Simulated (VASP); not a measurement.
# TiO2 (Fm-3m) in VASP: notebook, part 2 of 2

VASP 6.6.1.

### 4 Single point, r2SCAN

File POSCAR:

```
TiO2
1.0
    0.0000000000      2.3968272579      2.3968272579
    2.3968272579      0.0000000000      2.3968272579
    2.3968272579      2.3968272579      0.0000000000
Ti O
1 2
Direct
    0.0000000000      0.0000000000      0.0000000000
    0.2500000000      0.2500000000      0.2500000000
    0.7500000000      0.7500000000      0.7500000000
```

File INCAR.step1:

```
PREC = Accurate ; ENCUT = 1480
ISMEAR = 1 ; SIGMA = 0.001
LREAL = F ; LASPH = T
NELM = 120 ; NBANDS = 19
GGA = PE ; ALGO = Normal
EDIFF = 1E-5 ; LWAVE = T
LCHARG = F ; GGA_COMPAT = F
```

File INCAR.step2:

```
PREC = Accurate ; ENCUT = 1480
EDIFF = 1E-6 ; ISMEAR = 1
SIGMA = 0.001 ; LREAL = F
LASPH = T ; NELM = 120
ALGO = Normal ; ISIF = 2
LWAVE = F ; LCHARG = F
METAGGA = R2SCAN ; LMIXTAU = T
NBANDS = 19 ; ISTART = 1
GGA_COMPAT = F
```

File KPOINTS:

```
Automatic mesh
0
Gamma
  6 6 6
```

Potentials or basis: VASP PAW PBE potentials, release 64 (Ti_sv, O_h).

The run is started by

```
> cat potpaw_PBE.64/Ti_sv/POTCAR potpaw_PBE.64/O_h/POTCAR > POTCAR
> cp INCAR.step1 INCAR
> mpirun -np 1 vasp_std > vasp.out
> cp INCAR.step2 INCAR
> mpirun -np 1 vasp_std > vasp.out
```

OUTCAR:

```text
PREC = Accurate
   ENCUT = 1480
   EDIFF = 1E-6
   ISMEAR = 1
   LREAL = F
   LASPH = T
   NELM = 120
   ISIF = 2
   METAGGA = R2SCAN
   ISTART = 1

 ion  position               nearest neighbor table
   1  0.000  0.000  0.000-   3 2.08   3 2.08   3 2.08   2 2.08   3 2.08   2 2.08   2 2.08   2 2.08

   2  0.250  0.250  0.250-   1 2.08   1 2.08   1 2.08   1 2.08
   3  0.750  0.750  0.750-   1 2.08   1 2.08   1 2.08   1 2.08

  LATTYP: Found a face centered cubic cell.
 ALAT       =     4.7936545158

  Lattice vectors:

 A1 = (   0.0000000000,   2.3968272579,   2.3968272579)
 A2 = (   2.3968272579,   0.0000000000,   2.3968272579)
 A3 = (   2.3968272579,   2.3968272579,   0.0000000000)

Analysis of symmetry for initial positions (statically):
=====================================================================
 Subroutine PRICEL returns:
 Original cell was already a primitive cell.

 Routine SETGRP: Setting up the symmetry group for a
 face centered cubic supercell.

 Subroutine GETGRP returns: Found 48 space group operations
 (whereof 48 operations were pure point group operations)
 out of a pool of 48 trial point group operations.

The static configuration has the point symmetry O_h .

Analysis of symmetry for dynamics (positions and initial velocities):
=====================================================================
 Subroutine PRICEL returns:
 Original cell was already a primitive cell.

 Routine SETGRP: Setting up the symmetry group for a
 face centered cubic supercell.

 Subroutine GETGRP returns: Found 48 space group operations
 (whereof 48 operations were pure point group operations)
 out of a pool of 48 trial point group operations.

The dynamic configuration has the point symmetry O_h .

 Subroutine INISYM returns: Found 48 space group operations
 (whereof 48 operations are pure point group operations),
 and found     1 'primitive' translations

----------------------------------------------------------------------------------------

                                     Primitive cell

  volume of cell :      27.5385

  direct lattice vectors                    reciprocal lattice vectors
     0.000000000  2.396827258  2.396827258    -0.208609110  0.208609110  0.208609110
     2.396827258  0.000000000  2.396827258     0.208609110 -0.208609110  0.208609110
     2.396827258  2.396827258  0.000000000     0.208609110  0.208609110 -0.208609110

  length of vectors
     3.389625615  3.389625615  3.389625615     0.361321577  0.361321577  0.361321577

  position of ions in fractional coordinates (direct lattice)
     0.000000000  0.000000000  0.000000000
     0.250000000  0.250000000  0.250000000
     0.750000000  0.750000000  0.750000000

  ion indices of the primitive-cell ions
   primitive index   ion index
                 1           1
                 2           2
                 3           3

----------------------------------------------------------------------------------------

 KPOINTS: Automatic mesh

Automatic generation of k-mesh.
 Grid dimensions read from file:
 generate k-points for:    6    6    6

 Generating k-lattice:

  Cartesian coordinates                     Fractional coordinates (reciprocal lattice)
    -0.034768185  0.034768185  0.034768185     0.166666667  0.000000000  0.000000000
     0.034768185 -0.034768185  0.034768185     0.000000000  0.166666667  0.000000000
     0.034768185  0.034768185 -0.034768185     0.000000000  0.000000000  0.166666667

  Length of vectors
     0.060220263  0.060220263  0.060220263

  Shift w.r.t. Gamma in fractional coordinates (k-lattice)
     0.000000000  0.000000000  0.000000000

 Subroutine IBZKPT returns following result:
 ===========================================

 Found     16 irreducible k-points:

 Following reciprocal coordinates:
            Coordinates               Weight
  0.000000  0.000000  0.000000      1.000000
  0.166667  0.000000  0.000000      8.000000
  0.333333  0.000000  0.000000      8.000000
  0.500000  0.000000  0.000000      4.000000
  0.166667  0.166667  0.000000      6.000000
  0.333333  0.166667  0.000000     24.000000
[... 8 lines left out ...]
 -0.333333  0.333333  0.166667     24.000000
 -0.333333  0.500000  0.166667     12.000000
   k-points           NKPTS =     16   k-points in BZ     NKDIM =     16   number of bands    NBANDS=     19
   number of dos      NEDOS =    301   number of ions     NIONS =      3
   total plane-waves  NPLWV = 110592
   dimension x,y,z NGX =    48 NGY =   48 NGZ =   48
   dimension x,y,z NGXF=    96 NGYF=   96 NGZF=   96
   ions per type =               1   2
   NGX,Y,Z   is equivalent  to a cutoff of  23.54, 23.54, 23.54 a.u.
   NGXF,Y,Z  is equivalent  to a cutoff of  47.08, 47.08, 47.08 a.u.
 SYSTEM =  unknown system
   PREC   = accura    normal or accurate (medium, high low for compatibility)
   ISTART =      1    job   : 0-new  1-cont  2-samecut
   ICHARG =      0    charge: 1-file 2-atom 10-const
   ISPIN  =      1    spin polarized calculation?
   LNONCOLLINEAR =      F non collinear calculations
   LSORBIT =      F    spin-orbit coupling
   LASPH  =      T    aspherical Exc in radial PAW
   ENCUT  = 1480.0 eV 108.78 Ry   10.43 a.u.  10.63 10.63 10.63*2*pi/ulx,y,z
   NELM   =    120;   NELMIN=  2; NELMDL=  0     # of ELM steps
   EDIFF  = 0.1E-05   stopping-criterion for ELM
   LREAL  =      F    real-space projection
[... 7 lines left out ...]
   TEBEG  =    0.0;   TEEND  =   0.0 temperature during run
   PSTRESS=    0.0 pullay stress
   NELECT =      24.0000    total number of electrons
   NUPDOWN=      -1.0000    fix difference up-down
   EMIN   =  10.00;   EMAX   =-10.00  energy-range for DOS
   EFERMI =   0.00;   METHOD = LEGACY
   ISMEAR =     1;   SIGMA  =   0.00  broadening in eV -4-tet -1-fermi 0-gaus
   EFERMI_NEDOS =   21; number of points for ismear=-14 and -15
   IALGO  =     38    algorithm
   IMIX   =      4    mixing-type and parameters
     AMIX     =   0.40;   BMIX     =  1.00
     AMIX_MAG =   1.60;   BMIX_MAG =  1.00
  volume/ion in A,a.u.               =       9.18        61.95
  Fermi-wavevector in a.u.,A,eV,Ry     =   1.563742  2.955044 33.270189  2.445290
  Thomas-Fermi vector in A             =   2.666469
   LORBIT       =      0    0 simple, 1 ext, 2 COOP (PROOUT), +10 PAW based schemes
   METAGGA = R2SCAN    functional components
   LHFCALC =     F    Hartree Fock is set to
   AEXX    =    0.0000 exact exchange contribution
   IVDW    =     0    specifies the selected vdW correction
   LEPSILON=     F    determine dielectric tensor
   LRPA    =     F    only Hartree local field effects (RPA)
 non-spin polarized calculation
 Methfessel and Paxton  Order N= 1 SIGMA  =   0.00
  energy-cutoff  :     1480.00
  volume of cell :       27.54
 maximum number of plane-waves:      3593
 NGX is ok and might be reduce to    48
   NGX = 21   NGY = 21   NGZ = 21

 number of electron      24.0000000 magnetization

 Free energy of the ion-electron system (eV)
  ---------------------------------------------------
  ext. energy  EPLUGINS =         0.00000000
  ---------------------------------------------------
  free energy    TOTEN  =       -34.13264190 eV

  energy without entropy =      -34.13264190  energy(sigma->0) =      -34.13264190

 E-fermi :   7.8346     XC(G=0): -13.0639

 val. band max:        7.6750480848   @ k =   0.5000   0.5000   0.0000
 cond. band min:       9.2244341932   @ k =   0.0000   0.0000   0.0000
 fundamental gap:      1.5493861084
 Fermi energy:         7.8345851476

 k-point     1 :       0.0000    0.0000    0.0000
  band No.  band energies     occupation
      1     -52.3269      2.00000
      2     -27.3614      2.00000
      3     -27.3614      2.00000
      4     -27.3614      2.00000
      5     -13.0793      2.00000
      6      -9.2674      2.00000
[... 11 lines left out ...]
     18      15.9571      0.00000
     19      22.7191      0.00000

 k-point     2 :       0.1667    0.0000    0.0000
  band No.  band energies     occupation
      1     -52.3210      2.00000
      2     -27.4290      2.00000
      3     -27.3692      2.00000
      4     -27.3692      2.00000
      5     -12.7575      2.00000
      6      -9.6319      2.00000
[... 300 lines left out ...]
 k-point    16 :      -0.3333    0.5000    0.1667
  band No.  band energies     occupation
      1     -52.2954      2.00000
      2     -27.5892      2.00000
      3     -27.4883      2.00000
      4     -27.4382      2.00000
      5     -11.0497      2.00000
      6     -10.9102      2.00000
[... 11 lines left out ...]
     18      19.8831      0.00000
     19      24.0753      0.00000

------------------------ aborting loop because EDIFF is reached ----------------------------------------

  FORCE on cell =-STRESS in cart. coord.  units (eV):
  Direction    XX          YY          ZZ          XY          YZ          ZX
  --------------------------------------------------------------------------------------
  -------------------------------------------------------------------------------------
  Total        0.2370464      0.2370464      0.2370464      0.0000000     -0.0000000      0.0000000
  in kB       13.7912518     13.7912518     13.7912518      0.0000000     -0.0000000      0.0000000
  external PRESSURE =      13.7912518 kB  Pullay stress =       0.0000000 kB

 VOLUME and BASIS-vectors are now :
 -----------------------------------------------------------------------------
  energy-cutoff  :     1480.00
  volume of cell :       27.54
      direct lattice vectors                 reciprocal lattice vectors
     0.000000000  2.396827258  2.396827258    -0.208609110  0.208609110  0.208609110
     2.396827258  0.000000000  2.396827258     0.208609110 -0.208609110  0.208609110
     2.396827258  2.396827258  0.000000000     0.208609110  0.208609110 -0.208609110

 POSITION                                       TOTAL-FORCE (eV/Angst)
 -----------------------------------------------------------------------------------
      0.00000      0.00000      0.00000         0.000000     -0.000000     -0.000000
      1.19841      1.19841      1.19841         0.000000      0.000000     -0.000000
      3.59524      3.59524      3.59524        -0.000000     -0.000000      0.000000
 -----------------------------------------------------------------------------------
    total drift:                               -0.000000     -0.000000      0.000000

  FREE ENERGIE OF THE ION-ELECTRON SYSTEM (eV)
  ---------------------------------------------------
  free  energy   TOTEN  =       -34.1326418968 eV

  energy  without entropy=      -34.1326418968  energy(sigma->0) =      -34.13264190
```

Wall time 2.1 min (1 thread of Intel Xeon Platinum 8488C (Sapphire Rapids), shared host); peak memory 0.39 GiB.

Results:

| Item | Value |
| --- | --- |
| Free energy | -34.1326 eV |
| Pressure | 1.4 GPa |
| Band gap on the k mesh | 1.55 eV (least direct gap 2.25 eV) |

Caveat: the structure was generated, so it needn't be the stable form of TiO2; the PAW data sets were made with another functional, which shifts forces and pressure a little.

### 5 Single point, PBE-based screened hybrid with 40 % exact exchange

POSCAR is that of step 4.

File INCAR.step1:

```
SYSTEM = TiO2
PREC = Accurate
ENCUT = 1000
EDIFF = 1E-5
ISMEAR = 0
SIGMA = 0.01
LREAL = .FALSE.
LASPH = .TRUE.
NELM = 120
ALGO = Normal
ISIF = 2
LWAVE = .TRUE.
LCHARG = .FALSE.
NBANDS = 19
GGA = PE
GGA_COMPAT = .FALSE.
```

File INCAR.step2:

```
SYSTEM = TiO2
PREC = Accurate
ENCUT = 1000
EDIFF = 1E-6
ISMEAR = 0
SIGMA = 0.01
LREAL = .FALSE.
LASPH = .TRUE.
NELM = 120
ALGO = Normal
ISIF = 2
LWAVE = .FALSE.
LCHARG = .FALSE.
GGA = PE
LHFCALC = .TRUE.
AEXX = 0.4
HFSCREEN = 0.3
PRECFOCK = Normal
NBANDS = 19
ISTART = 1
GGA_COMPAT = .FALSE.
```

File KPOINTS:

```
Automatic mesh
0
G
  4 4 4
  0 0 0
```

The run is started by

```
> cat potpaw_PBE.64/Ti_sv/POTCAR potpaw_PBE.64/O_h/POTCAR > POTCAR
> cp INCAR.step1 INCAR
> mpirun -np 1 vasp_std > vasp.out
> cp INCAR.step2 INCAR
> mpirun -np 1 vasp_std > vasp.out
```

Wall time 17 min (1 thread of Intel Xeon Platinum 8488C (Sapphire Rapids), shared host); peak memory 0.33 GiB.

Results (log left out):

| Property | Result |
| --- | --- |
| Free energy | -34.9271 eV |
| Pressure | -7.8 GPa |
| Band gap on the k mesh | 3.22 eV (least direct gap 3.90 eV) |

Levels at points of the mesh, in eV from the valence-band top:
| k point | band 9 | band 10 | band 11 | band 12 | band 13 | band 14 | band 15 | band 16 |
| --- | --- | --- | --- | --- | --- | --- | --- | --- |
| (0.00, 0.00, 0.00) | -6.90 | -1.06 | -1.06 | -1.06 | 3.22 | 3.22 | 7.55 | 7.55 |
| (0.50, 0.00, 0.00) | -3.89 | -3.88 | -3.01 | -3.01 | 3.55 | 3.55 | 4.72 | 7.17 |
| (0.50, 0.50, 0.00) | -5.41 | -2.38 | -2.38 | 0.00 | 3.90 | 4.13 | 4.75 | 6.11 |

Caveat: the k points lie up to 0.57 Å⁻¹ apart; the structure was generated, so it needn't be the stable form of TiO2; the PAW data sets were made with another functional, which shifts forces and pressure a little.

### 6 Summary

| level | k mesh | cutoff (eV) | smearing | grid for exact exchange (PRECFOCK) | share of exact exchange | screening parameter | gap on the mesh (eV) | pressure (GPa) |
| --- | --- | --- | --- | --- | --- | --- | --- | --- |
| HSE06 | 4 × 4 × 4 | 1000 | gaussian 0.01 eV | Normal | 0.25 | 0.2079 1/Å | 2.61 | -3.0 |
| r2SCAN | 6 × 6 × 6 | 1480 | gaussian 0.001 eV | - | - | - | 1.55 | 1.4 |
| r2SCAN | 6 × 6 × 6 | 1480 | methfessel-paxton 0.001 eV | - | - | - | 1.55 | 1.4 |
| PBE-based screened hybrid with 40 % exact exchange | 4 × 4 × 4 | 1000 | gaussian 0.01 eV | Normal | 0.4 | 0.3 1/Å | 3.22 | -7.8 |

Alike in all rows: task single point; potentials or basis VASP PAW PBE potentials, release 64 (Ti_sv, O_h); no spin polarisation; cell as given.

Caveats: some runs use coarse meshes; the structure was generated, so it needn't be the stable form of TiO2; the PAW data sets were made with another functional, which shifts forces and pressure a little.

Total energies depend on the potentials used, so only differences within one code and one set of settings carry meaning.
